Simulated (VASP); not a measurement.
# AlN (Cm) in VASP: notebook, part 2 of 2

VASP 6.6.1.

**4. Single point, PBE (atom 3 (N) moved -0.040 Å towards its neighbour atom 2 (Al) at 1.885 Å)**

Contents of INCAR:

```
SYSTEM = AlN
  PREC = Accurate
  ENCUT = 520
  EDIFF = 1E-6
  ISMEAR = 0
  SIGMA = 0.05
  LREAL = .FALSE.
  LASPH = .TRUE.
  NELM = 60
  ALGO = Normal
  ISIF = 2
  LWAVE = .FALSE.
  LCHARG = .FALSE.
  GGA = PE
  NBANDS = 16
```

Contents of KPOINTS:

```
regular mesh
0
G
  12 12 6
  0 0 0
```

Contents of POSCAR:

```
AlN
1.0
    3.1110021516      0.0000000000      0.0000000000
   -1.5555010758      2.6942068945      0.0000000000
    0.0000000000      0.0000000000      4.9780000000
Al N
2 2
Direct
    0.3333333333      0.6666666667      0.0000000000
    0.6666666667      0.3333333333      0.5000000000
    0.3474788952      0.6737394476      0.3825598906
    0.6666666667      0.3333333333      0.8850000000
```

Potentials or basis: VASP PAW PBE potentials, release 64 (Al, N).

Launch:

```bash
> cat potpaw_PBE.64/Al/POTCAR potpaw_PBE.64/N/POTCAR > POTCAR
> mpirun -np 1 vasp_std > vasp.out
```

OUTCAR:

```text
SYSTEM = AlN
   PREC = Accurate
   ENCUT = 520
   EDIFF = 1E-6
   ISMEAR = 0
   LREAL = .FALSE.
   LASPH = .TRUE.
   NELM = 60
   ISIF = 2
   GGA = PE

 ion  position               nearest neighbor table
   1  0.333  0.667  0.000-   4 1.89   4 1.89   4 1.89   3 1.90   2 3.07   2 3.07   2 3.07   2 3.07
                             2 3.07   2 3.07
   2  0.667  0.333  0.500-   3 1.87   3 1.87   4 1.92   3 1.93   1 3.07   1 3.07   1 3.07   1 3.07
                             1 3.07   1 3.07
   3  0.347  0.674  0.383-   2 1.87   2 1.87   1 1.90   2 1.93
   4  0.667  0.333  0.885-   1 1.89   1 1.89   1 1.89   2 1.92

  LATTYP: Found a hexagonal cell.
 ALAT       =     3.1110021516
 C/A-ratio  =     1.6001274694

  Lattice vectors:

 A1 = (   3.1110021516,   0.0000000000,   0.0000000000)
 A2 = (  -1.5555010758,   2.6942068945,   0.0000000000)
 A3 = (   0.0000000000,   0.0000000000,   4.9780000000)

Analysis of symmetry for initial positions (statically):
=====================================================================
 Subroutine PRICEL returns:
 Original cell was already a primitive cell.

 Routine SETGRP: Setting up the symmetry group for a
 hexagonal supercell.

 Subroutine GETGRP returns: Found  2 space group operations
 (whereof  2 operations were pure point group operations)
 out of a pool of 24 trial point group operations.

The static configuration has the point symmetry C_1h.

Analysis of symmetry for dynamics (positions and initial velocities):
=====================================================================
 Subroutine PRICEL returns:
 Original cell was already a primitive cell.

 Routine SETGRP: Setting up the symmetry group for a
 hexagonal supercell.

 Subroutine GETGRP returns: Found  2 space group operations
 (whereof  2 operations were pure point group operations)
 out of a pool of 24 trial point group operations.

The dynamic configuration has the point symmetry C_1h.
[... 123 lines left out ...]
     AMIX_MAG =   1.60;   BMIX_MAG =  1.00
  volume/ion in A,a.u.               =      10.43        70.39
  Fermi-wavevector in a.u.,A,eV,Ry     =   1.189377  2.247596 19.247033  1.414617
  Thomas-Fermi vector in A             =   2.325485
   LORBIT       =      0    0 simple, 1 ext, 2 COOP (PROOUT), +10 PAW based schemes
   GGA     = PE    functional components
   LHFCALC =     F    Hartree Fock is set to
   AEXX    =    0.0000 exact exchange contribution
   IVDW    =     0    specifies the selected vdW correction
   LEPSILON=     F    determine dielectric tensor
   LRPA    =     F    only Hartree local field effects (RPA)
 non-spin polarized calculation
 Gauss-broadening in eV      SIGMA  =   0.05
  energy-cutoff  :      520.00
  volume of cell :       41.72
 maximum number of plane-waves:      1152
   NGX = 11   NGY = 11   NGZ = 19

 number of electron      15.9999999 magnetization

 Free energy of the ion-electron system (eV)
  ---------------------------------------------------
  ext. energy  EPLUGINS =         0.00000000
  ---------------------------------------------------
  free energy    TOTEN  =       -29.75766814 eV

  energy without entropy =      -29.75766814  energy(sigma->0) =      -29.75766814

 E-fermi :   6.4430     XC(G=0): -10.9150

 val. band max:        6.2047488102   @ k =   0.0000   0.0000   0.0000
 cond. band min:      10.3805889888   @ k =   0.0000   0.0000   0.0000
 fundamental gap:      4.1758401786
 Fermi energy:         6.4429819310

 k-point     1 :       0.0000    0.0000    0.0000
  band No.  band energies     occupation
      1      -9.0313      2.00000
      2      -6.8799      2.00000
      3       0.1792      2.00000
      4       5.2255      2.00000
      5       5.3315      2.00000
      6       5.9194      2.00000
[... 433 lines left out ...]
      3       1.3324      2.00000
      4       2.1521      2.00000
      5       2.4370      2.00000
      6       4.0024      2.00000
[... 8 lines left out ...]
     15      18.3730      0.00000
     16      21.0330      0.00000

 [... further k-points ...]

------------------------ aborting loop because EDIFF is reached ----------------------------------------

  FORCE on cell =-STRESS in cart. coord.  units (eV):
  Direction    XX          YY          ZZ          XY          YZ          ZX
  --------------------------------------------------------------------------------------
  -------------------------------------------------------------------------------------
  Total        0.9073592      1.3105417      0.8270102     -0.3491663      0.0924766      0.1601741
  in kB       34.8420481     50.3240150     31.7566959    -13.4077767      3.5510440      6.1505888
  external PRESSURE =      38.9742530 kB  Pullay stress =       0.0000000 kB

 VOLUME and BASIS-vectors are now :
 -----------------------------------------------------------------------------
  energy-cutoff  :      520.00
  volume of cell :       41.72
      direct lattice vectors                 reciprocal lattice vectors
     3.111002152  0.000000000  0.000000000     0.321439829  0.185583372  0.000000000
    -1.555501076  2.694206895  0.000000000     0.000000000  0.371166744  0.000000000
     0.000000000  0.000000000  4.978000000     0.000000000  0.000000000  0.200883889

 POSITION                                       TOTAL-FORCE (eV/Angst)
 -----------------------------------------------------------------------------------
     -0.00000      1.79614      0.00000         0.048018      0.027723      0.112163
      1.55550      0.89807      2.48900         0.423926      0.244754      0.128512
      0.03301      1.81519      1.90438        -0.495617     -0.286145      0.027753
      1.55550      0.89807      4.40553         0.023672      0.013667     -0.268428
 -----------------------------------------------------------------------------------
    total drift:                               -0.000150     -0.000086      0.000551

  FREE ENERGIE OF THE ION-ELECTRON SYSTEM (eV)
  ---------------------------------------------------
  free  energy   TOTEN  =       -29.7576681352 eV

  energy  without entropy=      -29.7576681352  energy(sigma->0) =      -29.75766814
```

OSZICAR:

```text
N       E                     dE             d eps       ncg     rms          rms(c)
DAV:   1     0.417703610052E+02    0.41770E+02   -0.73048E+03  7752   0.893E+02
DAV:   2    -0.309999324794E+02   -0.72770E+02   -0.66974E+02 10776   0.188E+02
DAV:   3    -0.344930512171E+02   -0.34931E+01   -0.34834E+01  9752   0.425E+01
DAV:   4    -0.345142931924E+02   -0.21242E-01   -0.21241E-01  9688   0.376E+00
DAV:   5    -0.345145695217E+02   -0.27633E-03   -0.27633E-03  9856   0.432E-01    0.122E+01
DAV:   6    -0.297458579225E+02    0.47687E+01   -0.10674E+01  9312   0.237E+01    0.417E+00
DAV:   7    -0.297694362172E+02   -0.23578E-01   -0.68071E-01  8448   0.581E+00    0.295E+00
DAV:   8    -0.297621439909E+02    0.72922E-02   -0.60221E-02  8960   0.226E+00    0.594E-01
DAV:   9    -0.297571260715E+02    0.50179E-02   -0.12166E-02 10496   0.815E-01    0.247E-01
DAV:  10    -0.297577462937E+02   -0.62022E-03   -0.22652E-03  8488   0.300E-01    0.132E-01
DAV:  11    -0.297576647377E+02    0.81556E-04   -0.17799E-04  9168   0.103E-01    0.323E-02
DAV:  12    -0.297576681041E+02   -0.33664E-05   -0.11075E-05  8744   0.265E-02    0.709E-03
DAV:  13    -0.297576681352E+02   -0.31039E-07   -0.44977E-06  8816   0.166E-02
   1 F= -.29757668E+02 E0= -.29757668E+02  d E =-.452015E-14
```

stdout:

```text
POSCAR found type information on POSCAR AlN
 POSCAR found :  2 types and       4 ions
 scaLAPACK will be used
 LDA part: xc-table for (Slater+PW92), standard interpolation
 POSCAR, INCAR and KPOINTS ok, starting setup
 FFT: planning ... GRIDC
 FFT: planning ... GRID_SOFT
 FFT: planning ... GRID
 WAVECAR not read
 entering main loop
```

Wall time 82 s (1 thread of Intel Xeon Platinum 8488C (Sapphire Rapids), shared host); peak memory 0.25 GiB.

Results:

```yaml
Free_energy: -29.7577 eV
Pressure: 3.9 GPa
Largest_force: 0.573 eV/Å
Band_gap_on_the_k_mesh: 4.18 eV
```

Forces on the atoms (eV/Å):
```
Al   0.048  0.028  0.112
Al   0.424  0.245  0.129
N   -0.496 -0.286  0.028
N    0.024  0.014 -0.268
```

Stress tensor (GPa, compression positive):
```
 3.48 -1.34  0.62
-1.34  5.03  0.36
 0.62  0.36  3.18
```

Levels at points of the mesh, in eV from the valence-band top:
| k point | band 6 | band 7 | band 8 | band 9 | band 10 | band 11 |
| --- | --- | --- | --- | --- | --- | --- |
| (0.00, 0.00, 0.00) | -0.29 | -0.26 | 0.00 | 4.18 | 6.63 | 10.60 |
| (0.50, 0.00, 0.00) | -2.18 | -1.70 | -0.78 | 5.65 | 5.82 | 8.10 |
| (0.00, 0.50, 0.00) | -2.13 | -1.84 | -0.73 | 5.76 | 5.86 | 8.17 |
| (0.00, 0.00, 0.50) | -0.62 | -0.61 | -0.52 | 6.43 | 6.45 | 10.22 |
| (0.50, 0.00, 0.50) | -1.52 | -1.45 | -1.40 | 5.33 | 5.35 | 9.15 |
| (0.00, 0.50, 0.50) | -1.49 | -1.37 | -1.35 | 5.24 | 5.27 | 9.19 |

Caveat: the cell differs from its parent crystal (atom 3 (N) moved -0.040 Å towards its neighbour atom 2 (Al) at 1.885 Å); the cell stands under pressure.

**5. The runs side by side**

| cell | gap on the mesh (eV) | pressure (GPa) | largest force (eV/Å) |
| --- | --- | --- | --- |
| as given, atomic positions A | 4.13 | 4.6 | 1.48 |
| as given, atomic positions B | 4.11 | 4.3 | 1.66 |
| as given, atomic positions C | 4.18 | 3.9 | 0.57 |

Alike in all rows: task single point; level PBE; potentials or basis VASP PAW PBE potentials, release 64 (Al, N); no spin polarisation; k mesh 12 × 12 × 6; cutoff (eV) 520; smearing gaussian 0.05 eV.

Caveats: the cell stands under pressure; forces of over 1 eV/Å act on the atoms, so gaps and moduli don't describe the material at rest (at least some runs).

Total energies depend on the potentials used, so only differences within one code and one set of settings carry meaning.
